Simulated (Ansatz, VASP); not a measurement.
## One calculation of Mg2NCl, two programs

```xyz
4
Lattice="1.6607 0.9588 6.4832 -1.6607 0.9588 6.4832 0.0000 -1.9176 6.4832" Properties=species:S:1:pos:R:3 pbc="T T T"
Mg    0.0000    0.0000    4.3337
Mg    0.0000    0.0000   15.1160
N     0.0000    0.0000    9.7248
Cl    0.0000    0.0000    0.0000
```

Change from the starting cell: strain +0.000 along x and y, +0.080 along z, atoms carried along.

Alike in both runs: task single point; functional PBEsol; k mesh 9 × 9 × 9; occupations gaussian, width 0.05 eV; no spin polarisation.

|  | VASP | Ansatz |
| --- | --- | --- |
| version | VASP 6.6.1 | Ansatz 0.2.0 |
| potentials or method | VASP PAW PBE potentials, release 64 (Mg, N, Cl), cutoff 520 eV | scalar-relativistic, plane waves, PAW |
| valence electrons in the cell | 16 | 32 |

VASP gave:

| Item | Value |
| --- | --- |
| gap on the k mesh at the Fermi level (eV) | 1.17 |
| least direct gap on the mesh (eV) | 1.17 |
| pressure (GPa) | -7.5 |
| traceless stress, the component that is largest in VASP (GPa) | -6.78 |
| rms of the force components (eV/Å) | 0.276 |

Problem. Which values does Ansatz return?

Solution. gap on the k mesh at the Fermi level (eV): 1.21; least direct gap on the mesh (eV): 1.21; pressure (GPa): -7.2; traceless stress, the component that is largest in VASP (GPa): -6.68; rms of the force components (eV/Å): 0.255.

VASP's potentials were made for PBE, not for PBEsol. Atom by atom the forces differ by 0.020 eV/Å (rms over components). VASP's potentials hold 16 valence electrons a cell and Ansatz's 32, so a difference there can come from the potentials and not from the codes.
